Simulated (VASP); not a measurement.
# Te in VASP: notebook

Runs on Te. Level: PBE. Tasks: single point.

Program: VASP 6.6.1. These are calculated values, not measurements. Logs are shortened: lines on timing, memory, paths and dates and some standing lists are left out, and cuts for length are marked.

### 1 The cell of the first run

The structure is trigonal, space group R-3m (No. 166). The conventional cell has a = 4.849 Å, b = 4.849 Å, c = 4.878 Å, α = 90.00°, β = 90.00°, γ = 120.00°. Te (site symmetry -3m) has 12 Te at 3.24 to 4.29 Å within 4.3 Å.

### 2 Single point, PBE (strained)

The input, INCAR:

```
SYSTEM = Te
PREC = Accurate
ENCUT = 520
EDIFF = 1E-7
ISMEAR = 0
SIGMA = 0.1
LREAL = .FALSE.
LASPH = .TRUE.
NELM = 100
ALGO = Normal
ISIF = 2
LWAVE = .FALSE.
LCHARG = .FALSE.
GGA = PE
NBANDS = 9
```

The input, KPOINTS:

```
regular mesh
0
G
  15 15 15
  0 0 0
```

The input, POSCAR:

```
Te
1.0
    2.4247275935      1.3999171288      1.6259027149
   -2.4247275935      1.3999171288      1.6259027149
    0.0000000000     -2.7998342575      1.6259027149
Te
1
Direct
    0.5000000000      0.5000000000      0.5000000000
```

Potentials or basis: VASP PAW PBE potentials, release 64 (Te).

Started as:

```sh
$ cat potpaw_PBE.64/Te/POTCAR > POTCAR
$ mpirun -np 1 vasp_std > vasp.out
```

OUTCAR:

```text
SYSTEM = Te
   PREC = Accurate
   ENCUT = 520
   EDIFF = 1E-7
   ISMEAR = 0
   LREAL = .FALSE.
   LASPH = .TRUE.
   NELM = 100
   ISIF = 2
   GGA = PE

 ion  position               nearest neighbor table
   1  0.500  0.500  0.500-

  LATTYP: Found a trigonal (rhomboedric) cell.
 ALAT       =     3.2376892236
 COS(alpha) =    -0.1217228990

  Lattice vectors:

 A1 = (   2.4247275935,   1.3999171288,   1.6259027149)
 A2 = (  -2.4247275935,   1.3999171288,   1.6259027149)
 A3 = (   0.0000000000,  -2.7998342575,   1.6259027149)

Analysis of symmetry for initial positions (statically):
=====================================================================
 Subroutine PRICEL returns:
 Original cell was already a primitive cell.

 Routine SETGRP: Setting up the symmetry group for a
 trigonal (rhombohedral) supercell.

 Subroutine GETGRP returns: Found 12 space group operations
 (whereof 12 operations were pure point group operations)
 out of a pool of 12 trial point group operations.

The static configuration has the point symmetry D_3d.

Analysis of symmetry for dynamics (positions and initial velocities):
=====================================================================
 Subroutine PRICEL returns:
 Original cell was already a primitive cell.

 Routine SETGRP: Setting up the symmetry group for a
 trigonal (rhombohedral) supercell.

 Subroutine GETGRP returns: Found 12 space group operations
 (whereof 12 operations were pure point group operations)
 out of a pool of 12 trial point group operations.

The dynamic configuration has the point symmetry D_3d.

 Subroutine INISYM returns: Found 12 space group operations
 (whereof 12 operations are pure point group operations),
 and found     1 'primitive' translations

----------------------------------------------------------------------------------------

                                     Primitive cell

  volume of cell :      33.1140

  direct lattice vectors                    reciprocal lattice vectors
     2.424727594  1.399917129  1.625902715     0.206208731  0.119054666  0.205014316
    -2.424727594  1.399917129  1.625902715    -0.206208731  0.119054666  0.205014316
     0.000000000 -2.799834258  1.625902715     0.000000000 -0.238109333  0.205014316

  length of vectors
     3.237689224  3.237689224  3.237689223     0.314208409  0.314208409  0.314208409

  position of ions in fractional coordinates (direct lattice)
     0.500000000  0.500000000  0.500000000

  ion indices of the primitive-cell ions
[... 73 lines left out ...]
   NELM   =    100;   NELMIN=  2; NELMDL= -5     # of ELM steps
   EDIFF  = 0.1E-06   stopping-criterion for ELM
   LREAL  =      F    real-space projection
   EDIFFG = 0.1E-05   stopping-criterion for IOM
   NSW    =      0    number of steps for IOM
   IBRION =     -1    ionic relax: 0-MD 1-quasi-New 2-CG
   NFREE  =      0    steps in history (QN), initial steepest desc. (CG)
   ISIF   =      2    stress and relaxation
   ISYM   =      2    0-nonsym 1-usesym 2-fastsym
   POTIM  = 0.5000    time-step for ionic-motion
   TEBEG  =    0.0;   TEEND  =   0.0 temperature during run
   PSTRESS=    0.0 pullay stress
   NELECT =       6.0000    total number of electrons
   NUPDOWN=      -1.0000    fix difference up-down
   EMIN   =  10.00;   EMAX   =-10.00  energy-range for DOS
   EFERMI =   0.00;   METHOD = LEGACY
   ISMEAR =     0;   SIGMA  =   0.10  broadening in eV -4-tet -1-fermi 0-gaus
   EFERMI_NEDOS =   21; number of points for ismear=-14 and -15
   IALGO  =     38    algorithm
   IMIX   =      4    mixing-type and parameters
     AMIX     =   0.40;   BMIX     =  1.00
     AMIX_MAG =   1.60;   BMIX_MAG =  1.00
  volume/ion in A,a.u.               =      33.11       223.46
  Fermi-wavevector in a.u.,A,eV,Ry     =   0.926378  1.750601 11.676195  0.858176
  Thomas-Fermi vector in A             =   2.052334
   LORBIT       =      0    0 simple, 1 ext, 2 COOP (PROOUT), +10 PAW based schemes
   GGA     = PE    functional components
   LHFCALC =     F    Hartree Fock is set to
   AEXX    =    0.0000 exact exchange contribution
   IVDW    =     0    specifies the selected vdW correction
   LEPSILON=     F    determine dielectric tensor
   LRPA    =     F    only Hartree local field effects (RPA)
 non-spin polarized calculation
 Gauss-broadening in eV      SIGMA  =   0.10
  energy-cutoff  :      520.00
  volume of cell :       33.11
 maximum number of plane-waves:       904
   NGX = 13   NGY = 13   NGZ = 13

 number of electron       6.0000001 magnetization

 Free energy of the ion-electron system (eV)
  ---------------------------------------------------
  ext. energy  EPLUGINS =         0.00000000
  ---------------------------------------------------
  free energy    TOTEN  =        -3.08504951 eV

  energy without entropy =       -3.08296069  energy(sigma->0) =       -3.08400510

 E-fermi :   6.1395     XC(G=0):  -9.2608

 val. band max:        6.1153767356   @ k =   0.4667   0.3333   0.2000
 cond. band min:       6.1453520812   @ k =   0.4000   0.4000   0.2000
 fundamental gap:      0.0299753456
 Fermi energy:         6.1394814615

 k-point     1 :       0.0000    0.0000    0.0000
  band No.  band energies     occupation
      1      -7.1924      2.00000
      2       7.0153      0.00000
      3       7.8194      0.00000
      4       7.8194      0.00000
      5      12.5909      0.00000
      6      12.5909      0.00000
      7      12.7995      0.00000
      8      21.3407      0.00000
      9      21.3407      0.00000
[... 265 lines left out ...]
 k-point    24 :       0.2000    0.1333    0.0000
  band No.  band energies     occupation
      1      -6.4836      2.00000
      2       4.1900      2.00000
      3       5.6756      2.00000
      4       7.9513      0.00000
      5      13.5186      0.00000
      6      15.7666      0.00000
      7      17.1113      0.00000
      8      18.7691      0.00000
      9      19.7724      0.00000

 [... further k-points ...]
[... 5 lines left out ...]
  --------------------------------------------------------------------------------------
  -------------------------------------------------------------------------------------
  Total       -0.5032432     -0.5032432     -0.1137643      0.0000000     -0.0000000      0.0000000
  in kB      -24.3487899    -24.3487899     -5.5043423      0.0000000     -0.0000000      0.0000000
  external PRESSURE =     -18.0673073 kB  Pullay stress =       0.0000000 kB

 VOLUME and BASIS-vectors are now :
 -----------------------------------------------------------------------------
  energy-cutoff  :      520.00
  volume of cell :       33.11
      direct lattice vectors                 reciprocal lattice vectors
     2.424727594  1.399917129  1.625902715     0.206208731  0.119054666  0.205014316
    -2.424727594  1.399917129  1.625902715    -0.206208731  0.119054666  0.205014316
     0.000000000 -2.799834258  1.625902715     0.000000000 -0.238109333  0.205014316

 POSITION                                       TOTAL-FORCE (eV/Angst)
 -----------------------------------------------------------------------------------
      0.00000      0.00000      2.43885         0.000000      0.000000      0.000000
 -----------------------------------------------------------------------------------
    total drift:                                0.000000      0.000000     -0.000000

  FREE ENERGIE OF THE ION-ELECTRON SYSTEM (eV)
  ---------------------------------------------------
  free  energy   TOTEN  =        -3.0850495090 eV

  energy  without entropy=       -3.0829606886  energy(sigma->0) =       -3.08400510
```

OSZICAR:

```text
N       E                     dE             d eps       ncg     rms          rms(c)
DAV:   1     0.173897765123E+02    0.17390E+02   -0.24986E+03  6200   0.527E+02
DAV:   2    -0.250000281656E+01   -0.19890E+02   -0.19194E+02  8067   0.713E+01
DAV:   3    -0.307635034979E+01   -0.57635E+00   -0.57230E+00  7661   0.151E+01
DAV:   4    -0.308106514685E+01   -0.47148E-02   -0.47145E-02  8563   0.153E+00
DAV:   5    -0.308111582090E+01   -0.50674E-04   -0.50674E-04  7833   0.124E-01    0.654E+00
DAV:   6    -0.308320375214E+01   -0.20879E-02   -0.18741E-03  7364   0.240E-01    0.403E+00
DAV:   7    -0.308505036948E+01   -0.18466E-02   -0.41228E-03  6706   0.360E-01    0.135E-01
DAV:   8    -0.308504817533E+01    0.21942E-05   -0.13710E-04  7103   0.684E-02    0.324E-02
DAV:   9    -0.308504984188E+01   -0.16666E-05   -0.63911E-06  8695   0.158E-02    0.106E-02
DAV:  10    -0.308504958205E+01    0.25984E-06   -0.59132E-07  7256   0.373E-03    0.505E-03
DAV:  11    -0.308504944900E+01    0.13304E-06   -0.33592E-07  6704   0.342E-03    0.136E-03
DAV:  12    -0.308504950895E+01   -0.59948E-07   -0.66338E-09  3894   0.527E-04
   1 F= -.30850495E+01 E0= -.30840051E+01  d E =-.208882E-02
```

stdout:

```text
POSCAR found type information on POSCAR Te
 POSCAR found :  1 types and       1 ions
 scaLAPACK will be used
 LDA part: xc-table for (Slater+PW92), standard interpolation
 POSCAR, INCAR and KPOINTS ok, starting setup
 FFT: planning ... GRIDC
 FFT: planning ... GRID_SOFT
 FFT: planning ... GRID
 WAVECAR not read
 entering main loop
```

Wall time 67 s (1 thread of Intel Xeon 8259CL, shared host); peak memory 0.21 GiB.

What came out:

- Free energy: -3.0850 eV
- Pressure: -1.8 GPa
- Band gap on the k mesh: zero (bands 3 and 4 overlap by 4.28 eV)

Caveat: the cell differs from its parent crystal (strained); spin-orbit coupling is left out, which moves the levels of the heavy elements.

### 3 Single point, PBE (strained)

The input, INCAR:

```
SYSTEM = Te
  PREC = Accurate
  ENCUT = 520
  EDIFF = 1E-6
  ISMEAR = 0
  SIGMA = 0.1
  LREAL = .FALSE.
  LASPH = .TRUE.
  NELM = 80
  ALGO = Normal
  ISIF = 2
  LWAVE = .FALSE.
  LCHARG = .FALSE.
  GGA = PE
  NBANDS = 9
```

KPOINTS is that of step 2.

The input, POSCAR:

```
Te
1.0
    2.3941282429      1.3822505855      1.7810138982
   -2.3941282429      1.3822505855      1.7810138982
    0.0000000000     -2.7645011709      1.7810138982
Te
1
Direct
    0.5000000000      0.5000000000      0.5000000000
```

Potentials or basis: VASP PAW PBE potentials, release 64 (Te).

Started as:

```sh
$ cat potpaw_PBE.64/Te/POTCAR > POTCAR
$ mpirun -np 1 vasp_std > vasp.out
```

It took 64 s on 1 thread of Intel Xeon 8259CL, shared host; peak memory 0.22 GiB.

It converged, with:

* Free energy: -3.0700 eV
* Pressure: -3.5 GPa
* Band gap on the k mesh: zero (bands 3 and 4 overlap by 4.27 eV)

Stress tensor (GPa, compression positive):
```
-3.88  0.00  0.00
 0.00 -3.88  0.00
 0.00  0.00 -2.77
```

Levels at points of the mesh, in eV from the Fermi level:
```csv
k point,band 1,band 2,band 3,band 4,band 5,band 6
"(0.00, 0.00, 0.00)",-12.98,0.91,1.28,1.28,6.24,6.24
```

Caveat: the cell differs from its parent crystal (strained); the cell stands under tension; spin-orbit coupling is left out, which moves the levels of the heavy elements.

### 4 Single point, PBE (strained)

The input, INCAR:

```
ALGO = Normal ; EDIFF = 1E-6
ENCUT = 520 ; GGA = PE
ISIF = 2 ; ISMEAR = 0
LASPH = True ; LCHARG = False
LREAL = False ; LWAVE = False
NBANDS = 9 ; NELM = 80
PREC = Accurate ; SIGMA = 0.1
```

The input, KPOINTS:

```
k-points
0
Gamma
  15 15 15
```

The input, POSCAR:

```
Te
1.0
    2.3379333540      1.2993843954      1.7504684483
   -2.3379333540      1.2993843954      1.7504684483
    0.0000000000     -2.5323650388      1.6981877282
Te
1
Direct
    0.5000000000      0.5000000000      0.5000000000
```

Started as:

```sh
$ cat potpaw_PBE.64/Te/POTCAR > POTCAR
$ mpirun -np 1 vasp_std > vasp.out
```

It took 1.9 min on 1 thread of Intel Xeon 8259CL, shared host; peak memory 0.34 GiB.

Results (log left out):

| Property | Result |
| --- | --- |
| Free energy | -3.0776 eV |
| Pressure | 3.1 GPa |
| Band gap on the k mesh | zero (bands 3 and 4 overlap by 5.15 eV) |

Stress tensor (GPa, compression positive):
```
 1.26  0.00  0.00
 0.00  4.80 -2.20
 0.00 -2.20  3.13
```

Levels at points of the mesh, in eV from the Fermi level:
| k point | band 1 | band 2 | band 3 | band 4 | band 5 | band 6 | band 7 |
| --- | --- | --- | --- | --- | --- | --- | --- |
| (0.00, 0.00, 0.00) | -14.02 | 0.73 | 1.05 | 2.06 | 5.80 | 5.85 | 7.16 |

Caveat: the cell differs from its parent crystal (strained); the cell stands under pressure; spin-orbit coupling is left out, which moves the levels of the heavy elements.

### 5 The runs side by side

| cell | gap on the mesh (eV) | pressure (GPa) |
| --- | --- | --- |
| a = 3.238 Å, angles 97.0°, 1 atom | none | -1.8 |
| a = 3.289 Å, angles 93.4°, 1 atom | none | -3.5 |
| a = 3.197, b = 3.197, c = 3.049 Å, angles 91.9, 91.9, 94.0°, 1 atom | none | 3.1 |

Alike in all rows: task single point; level PBE; potentials or basis VASP PAW PBE potentials, release 64 (Te); no spin polarisation; k mesh 15 × 15 × 15; cutoff (eV) 520; smearing gaussian 0.1 eV.

Caveats: spin-orbit coupling is left out, which moves the levels of the heavy elements; the cell stands under tension (at least some runs); the cell stands under pressure (at least some runs).

Total energies depend on the potentials used, so only differences within one code and one set of settings carry meaning.
